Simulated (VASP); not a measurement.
The system is NaH.

```xyz
2
Lattice="0.0000 2.4400 2.4400 2.4400 0.0000 2.4400 2.4400 2.4400 0.0000" Properties=species:S:1:pos:R:3 pbc="T T T"
Na    0.0000    0.0000    0.0000
H     2.4400    2.4400    2.4400
```

* Program: VASP 6.6.1
* Task: relaxation of cell and atoms
* Functional: PBEsol
* Potentials or basis: VASP PAW PBE potentials, release 64 (Na_pv, H)
* Cutoff: 600 eV
* k mesh: 8 × 8 × 8
* Occupations: fermi-dirac, width 0.01 eV
* Spin: no spin polarisation

At the start: pressure -1.2 GPa; volume 14.53 Å³/atom.

How do energy, volume and symmetry change on relaxing?

Over 4 steps the energy falls by 2.9 meV/atom and the volume is 13.76 Å³/atom (-5.3 %); space group Fm-3m (No. 225, to 0.05 Å).

Step by step:
```
step  energy change (eV)  largest force (eV/Å)  pressure (GPa)  volume (Å³)
   1              0.0000                0.0000           -1.18        29.05
   2             -0.0029                0.0000           -0.84        28.60
   3             -0.0056                0.0000           -0.25        27.83
   4             -0.0058                0.0000            0.02        27.52
```

Final structure:
```yaml
crystal:
  lattice:
    - [0.00000, 2.39620, 2.39620]
    - [2.39620, 0.00000, 2.39620]
    - [2.39620, 2.39620, 0.00000]
  atoms:
    - { symbol: Na, position: [0.00000, 0.00000, 0.00000] }
    - { symbol: H, position: [0.50000, 0.50000, 0.50000] }
```

Caveat: the PAW data sets were made with another functional, which shifts forces and pressure a little.
